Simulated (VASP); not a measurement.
# K (I4/mmm) in VASP: single point with PBEsol

Aim: the single point of K with PBEsol.

All numbers are computed with VASP 6.6.1; they aren't measurements. Logs are shortened: lines on timing, memory, paths and dates and some standing lists are left out, and cuts for length are marked.

**1. The cell of the first run**

It takes space group I4/mmm (No. 139, tetragonal). Conventional cell: a = 6.909 Å, b = 6.909 Å, c = 13.710 Å, α = 90.00°, β = 90.00°, γ = 90.00°.

**2. Single point, PBEsol**

Input file INCAR:

```
ALGO = Normal
EDIFF = 1E-7
ENCUT = 520
GGA = PS
ISIF = 2
ISMEAR = 0
LASPH = True
LCHARG = True
LELF = True
LREAL = False
LVHAR = True
LWAVE = False
NBANDS = 20
NELM = 80
PREC = Accurate
SIGMA = 0.1
```

Input file KPOINTS:

```
k-points
0
Gamma
  5 5 5
```

Input file POSCAR:

```
K
1.0
   -3.4545057700      3.4545057700      6.8551433300
    3.4545057700     -3.4545057700      6.8551433300
    3.4545057700      3.4545057700     -6.8551433300
K
3
Direct
    0.7500000000      0.2500000000      0.5000000000
    0.2500000000      0.7500000000      0.5000000000
    0.5000000000      0.5000000000      0.0000000000
```

Potentials or basis: VASP PAW PBE potentials, release 64 (K_sv).

Launch:

```console
> cat potpaw_PBE.64/K_sv/POTCAR > POTCAR
> mpirun -np 1 vasp_std > vasp.out
```

OUTCAR:

```text
EDIFF = 1E-7
   ENCUT = 520
   GGA = PS
   ISIF = 2
   ISMEAR = 0
   LASPH = True
   LREAL = False
   NELM = 80
   PREC = Accurate

 ion  position               nearest neighbor table
   1  0.750  0.250  0.500-
   2  0.250  0.750  0.500-
   3  0.500  0.500  0.000-

  LATTYP: Found a body centered tetragonal cell.
 ALAT       =     6.9090115400
 C/A-ratio  =     1.9844063917

  Lattice vectors:

 A1 = (  -3.4545057700,   3.4545057700,   6.8551433300)
 A2 = (   3.4545057700,  -3.4545057700,   6.8551433300)
 A3 = (   3.4545057700,   3.4545057700,  -6.8551433300)

Analysis of symmetry for initial positions (statically):
=====================================================================
 Subroutine PRICEL returns:
 Original cell was already a primitive cell.

 Routine SETGRP: Setting up the symmetry group for a
 body centered tetragonal supercell.

 Subroutine GETGRP returns: Found 16 space group operations
 (whereof 16 operations were pure point group operations)
 out of a pool of 16 trial point group operations.

The static configuration has the point symmetry D_4h.

Analysis of symmetry for dynamics (positions and initial velocities):
=====================================================================
 Subroutine PRICEL returns:
 Original cell was already a primitive cell.

 Routine SETGRP: Setting up the symmetry group for a
 body centered tetragonal supercell.

 Subroutine GETGRP returns: Found 16 space group operations
 (whereof 16 operations were pure point group operations)
 out of a pool of 16 trial point group operations.

The dynamic configuration has the point symmetry D_4h.

 Subroutine INISYM returns: Found 16 space group operations
 (whereof 16 operations are pure point group operations),
 and found     1 'primitive' translations

----------------------------------------------------------------------------------------

                                     Primitive cell

  volume of cell :     327.2264

  direct lattice vectors                    reciprocal lattice vectors
    -3.454505770  3.454505770  6.855143330     0.000000000  0.144738505  0.072937935
     3.454505770 -3.454505770  6.855143330     0.144738505  0.000000000  0.072937935
     3.454505770  3.454505770 -6.855143330     0.144738505  0.144738505  0.000000000

  length of vectors
     8.417850694  8.417850694  8.417850694     0.162077689  0.162077689  0.204691156

  position of ions in fractional coordinates (direct lattice)
     0.750000000  0.250000000  0.500000000
     0.250000000  0.750000000  0.500000000
     0.500000000  0.500000000  0.000000000

  ion indices of the primitive-cell ions
   primitive index   ion index
                 1           1
                 2           2
                 3           3

----------------------------------------------------------------------------------------

 KPOINTS: k-points

Automatic generation of k-mesh.
 Grid dimensions read from file:
 generate k-points for:    5    5    5

 Generating k-lattice:

  Cartesian coordinates                     Fractional coordinates (reciprocal lattice)
     0.000000000  0.028947701  0.014587587     0.200000000  0.000000000  0.000000000
     0.028947701  0.000000000  0.014587587     0.000000000  0.200000000  0.000000000
     0.028947701  0.028947701  0.000000000     0.000000000  0.000000000  0.200000000

  Length of vectors
     0.032415538  0.032415538  0.040938231

  Shift w.r.t. Gamma in fractional coordinates (k-lattice)
     0.000000000  0.000000000  0.000000000

 Subroutine IBZKPT returns following result:
 ===========================================

 Found     18 irreducible k-points:

 Following reciprocal coordinates:
            Coordinates               Weight
  0.000000  0.000000  0.000000      1.000000
  0.200000 -0.000000  0.000000      8.000000
  0.400000  0.000000  0.000000      8.000000
  0.200000  0.200000  0.000000      8.000000
  0.400000  0.200000  0.000000     16.000000
 -0.400000  0.200000  0.000000     16.000000
[... 10 lines left out ...]
 -0.400000  0.400000  0.400000      4.000000
 -0.400000 -0.400000  0.400000      2.000000
   k-points           NKPTS =     18   k-points in BZ     NKDIM =     18   number of bands    NBANDS=     20
   number of dos      NEDOS =    301   number of ions     NIONS =      3
   total plane-waves  NPLWV = 262144
   dimension x,y,z NGX =    64 NGY =   64 NGZ =   64
   dimension x,y,z NGXF=   128 NGYF=  128 NGZF=  128
   ions per type =               3
   NGX,Y,Z   is equivalent  to a cutoff of  12.64, 12.64, 12.64 a.u.
   NGXF,Y,Z  is equivalent  to a cutoff of  25.28, 25.28, 25.28 a.u.
 SYSTEM =  unknown system
   PREC   = accura    normal or accurate (medium, high low for compatibility)
   ISTART =      0    job   : 0-new  1-cont  2-samecut
   ICHARG =      2    charge: 1-file 2-atom 10-const
   ISPIN  =      1    spin polarized calculation?
   LNONCOLLINEAR =      F non collinear calculations
   LSORBIT =      F    spin-orbit coupling
   LASPH  =      T    aspherical Exc in radial PAW
   ENCUT  =  520.0 eV  38.22 Ry    6.18 a.u.  15.65 15.65 15.65*2*pi/ulx,y,z
   NELM   =     80;   NELMIN=  2; NELMDL= -5     # of ELM steps
   EDIFF  = 0.1E-06   stopping-criterion for ELM
   LREAL  =      F    real-space projection
   EDIFFG = 0.1E-05   stopping-criterion for IOM
   NSW    =      0    number of steps for IOM
   IBRION =     -1    ionic relax: 0-MD 1-quasi-New 2-CG
   NFREE  =      0    steps in history (QN), initial steepest desc. (CG)
   ISIF   =      2    stress and relaxation
   ISYM   =      2    0-nonsym 1-usesym 2-fastsym
   POTIM  = 0.5000    time-step for ionic-motion
   TEBEG  =    0.0;   TEEND  =   0.0 temperature during run
   PSTRESS=    0.0 pullay stress
   NELECT =      27.0000    total number of electrons
   NUPDOWN=      -1.0000    fix difference up-down
   EMIN   =  10.00;   EMAX   =-10.00  energy-range for DOS
   EFERMI =   0.00;   METHOD = LEGACY
   ISMEAR =     0;   SIGMA  =   0.10  broadening in eV -4-tet -1-fermi 0-gaus
   EFERMI_NEDOS =   21; number of points for ismear=-14 and -15
   IALGO  =     38    algorithm
   IMIX   =      4    mixing-type and parameters
     AMIX     =   0.40;   BMIX     =  1.00
     AMIX_MAG =   1.60;   BMIX_MAG =  1.00
  volume/ion in A,a.u.               =     109.08       736.08
  Fermi-wavevector in a.u.,A,eV,Ry     =   0.712711  1.346828  6.911169  0.507957
  Thomas-Fermi vector in A             =   1.800158
   LORBIT       =      0    0 simple, 1 ext, 2 COOP (PROOUT), +10 PAW based schemes
   GGA     = PS    functional components
   LHFCALC =     F    Hartree Fock is set to
   AEXX    =    0.0000 exact exchange contribution
   IVDW    =     0    specifies the selected vdW correction
   LEPSILON=     F    determine dielectric tensor
   LRPA    =     F    only Hartree local field effects (RPA)
 non-spin polarized calculation
 Gauss-broadening in eV      SIGMA  =   0.10
  energy-cutoff  :      520.00
  volume of cell :      327.23
 maximum number of plane-waves:      8837
   NGX = 31   NGY = 31   NGZ = 31

 number of electron      26.9999998 magnetization

 Free energy of the ion-electron system (eV)
  ---------------------------------------------------
  ext. energy  EPLUGINS =         0.00000000
  ---------------------------------------------------
  free energy    TOTEN  =        -2.91999880 eV

  energy without entropy =       -2.90700040  energy(sigma->0) =       -2.91349960

 E-fermi :  -0.8133     XC(G=0):  -4.7525

 val. band max:       -1.0050724770   @ k =   0.4000   0.0000   0.0000
 cond. band min:      -0.8003885006   @ k =   0.4000   0.4000   0.0000
 fundamental gap:      0.2046839763
 Fermi energy:        -0.8132508384

 k-point     1 :       0.0000    0.0000    0.0000
  band No.  band energies     occupation
      1     -33.1476      2.00000
      2     -33.1462      2.00000
      3     -33.1275      2.00000
      4     -16.6955      2.00000
      5     -16.6870      2.00000
      6     -16.6846      2.00000
[... 12 lines left out ...]
     19       1.1971      0.00000
     20       1.1977      0.00000

 k-point     2 :       0.2000   -0.0000    0.0000
  band No.  band energies     occupation
      1     -33.1475      2.00000
      2     -33.1463      2.00000
      3     -33.1275      2.00000
      4     -16.6943      2.00000
      5     -16.6887      2.00000
      6     -16.6836      2.00000
[... 12 lines left out ...]
     19       1.3932      0.00000
     20       1.4130      0.00000

 k-point     3 :       0.4000    0.0000    0.0000
  band No.  band energies     occupation
      1     -33.1471      2.00000
      2     -33.1467      2.00000
      3     -33.1275      2.00000
      4     -16.6933      2.00000
      5     -16.6892      2.00000
      6     -16.6804      2.00000
[... 12 lines left out ...]
     19       1.3546      0.00000
     20       1.8035      0.00000

 k-point     4 :       0.2000    0.2000    0.0000
  band No.  band energies     occupation
      1     -33.1474      2.00000
      2     -33.1464      2.00000
      3     -33.1275      2.00000
      4     -16.6933      2.00000
      5     -16.6895      2.00000
      6     -16.6874      2.00000
[... 12 lines left out ...]
     19       1.2964      0.00000
     20       1.7311      0.00000

 k-point     5 :       0.4000    0.2000    0.0000
  band No.  band energies     occupation
      1     -33.1471      2.00000
      2     -33.1467      2.00000
      3     -33.1275      2.00000
      4     -16.6933      2.00000
      5     -16.6898      2.00000
      6     -16.6859      2.00000
[... 12 lines left out ...]
     19       1.5537      0.00000
     20       1.8664      0.00000

 k-point     6 :      -0.4000    0.2000    0.0000
  band No.  band energies     occupation
      1     -33.1471      2.00000
      2     -33.1467      2.00000
      3     -33.1275      2.00000
      4     -16.6928      2.00000
      5     -16.6913      2.00000
      6     -16.6860      2.00000
[... 12 lines left out ...]
     19       1.0536      0.00000
     20       1.6070      0.00000

 k-point     7 :      -0.2000    0.2000    0.0000
  band No.  band energies     occupation
      1     -33.1474      2.00000
      2     -33.1464      2.00000
      3     -33.1275      2.00000
      4     -16.6938      2.00000
      5     -16.6904      2.00000
      6     -16.6862      2.00000
[... 12 lines left out ...]
     19       0.9399      0.00000
     20       1.3299      0.00000
[... 139 lines left out ...]
 k-point    14 :      -0.4000   -0.4000    0.2000
  band No.  band energies     occupation
      1     -33.1473      2.00000
      2     -33.1464      2.00000
      3     -33.1276      2.00000
      4     -16.6934      2.00000
      5     -16.6878      2.00000
      6     -16.6873      2.00000
[... 12 lines left out ...]
     19       1.5761      0.00000
     20       1.8273      0.00000

 k-point    15 :      -0.2000   -0.4000    0.2000
  band No.  band energies     occupation
      1     -33.1475      2.00000
      2     -33.1463      2.00000
      3     -33.1275      2.00000
      4     -16.6930      2.00000
      5     -16.6878      2.00000
      6     -16.6858      2.00000
[... 12 lines left out ...]
     19       1.6376      0.00000
     20       1.6606      0.00000

 k-point    16 :      -0.2000   -0.2000    0.2000
  band No.  band energies     occupation
      1     -33.1476      2.00000
      2     -33.1462      2.00000
      3     -33.1275      2.00000
      4     -16.6941      2.00000
      5     -16.6868      2.00000
      6     -16.6864      2.00000
[... 12 lines left out ...]
     19       1.4944      0.00000
     20       1.4944      0.00000

 k-point    17 :      -0.4000    0.4000    0.4000
  band No.  band energies     occupation
      1     -33.1475      2.00000
      2     -33.1463      2.00000
      3     -33.1276      2.00000
      4     -16.6924      2.00000
      5     -16.6871      2.00000
      6     -16.6870      2.00000
[... 12 lines left out ...]
     19       1.6445      0.00000
     20       1.7641      0.00000

 k-point    18 :      -0.4000   -0.4000    0.4000
  band No.  band energies     occupation
      1     -33.1476      2.00000
      2     -33.1462      2.00000
      3     -33.1275      2.00000
      4     -16.6916      2.00000
      5     -16.6885      2.00000
      6     -16.6885      2.00000
[... 12 lines left out ...]
     19       1.7898      0.00000
     20       1.7898      0.00000

------------------------ aborting loop because EDIFF is reached ----------------------------------------

  FORCE on cell =-STRESS in cart. coord.  units (eV):
  Direction    XX          YY          ZZ          XY          YZ          ZX
  --------------------------------------------------------------------------------------
  -------------------------------------------------------------------------------------
  Total       -0.9066669     -0.9066669     -0.7780052      0.0000000      0.0000000      0.0000000
  in kB       -4.4392539     -4.4392539     -3.8092956      0.0000000      0.0000000      0.0000000
  external PRESSURE =      -4.2292678 kB  Pullay stress =       0.0000000 kB

 VOLUME and BASIS-vectors are now :
 -----------------------------------------------------------------------------
  energy-cutoff  :      520.00
  volume of cell :      327.23
      direct lattice vectors                 reciprocal lattice vectors
    -3.454505770  3.454505770  6.855143330     0.000000000  0.144738505  0.072937935
     3.454505770 -3.454505770  6.855143330     0.144738505  0.000000000  0.072937935
     3.454505770  3.454505770 -6.855143330     0.144738505  0.144738505  0.000000000

 POSITION                                       TOTAL-FORCE (eV/Angst)
 -----------------------------------------------------------------------------------
      0.00000      3.45451      3.42757         0.000000      0.000000     -0.000000
      3.45451      0.00000      3.42757        -0.000000     -0.000000      0.000000
      0.00000      0.00000      6.85514        -0.000000     -0.000000      0.000000
 -----------------------------------------------------------------------------------
    total drift:                               -0.000000     -0.000000     -0.000000

  FREE ENERGIE OF THE ION-ELECTRON SYSTEM (eV)
  ---------------------------------------------------
  free  energy   TOTEN  =        -2.9199988001 eV

  energy  without entropy=       -2.9070004049  energy(sigma->0) =       -2.91349960
```

Wall time 3.7 min (1 thread of Intel Xeon Platinum 8375C at 2.90GHz (Ice Lake), shared host); peak memory 0.56 GiB.

Results:

```
Free energy : -2.9200 eV
Pressure    : -0.4 GPa
```

Levels at points of the mesh, in eV from the Fermi level:
| k point | band 10 | band 11 | band 12 | band 13 | band 14 | band 15 | band 16 | band 17 |
| --- | --- | --- | --- | --- | --- | --- | --- | --- |
| (0.00, 0.00, 0.00) | -15.85 | -15.85 | -15.83 | -1.71 | 1.30 | 1.32 | 1.89 | 1.89 |

Caveat: the PAW data sets were made with another functional, which shifts forces and pressure a little.
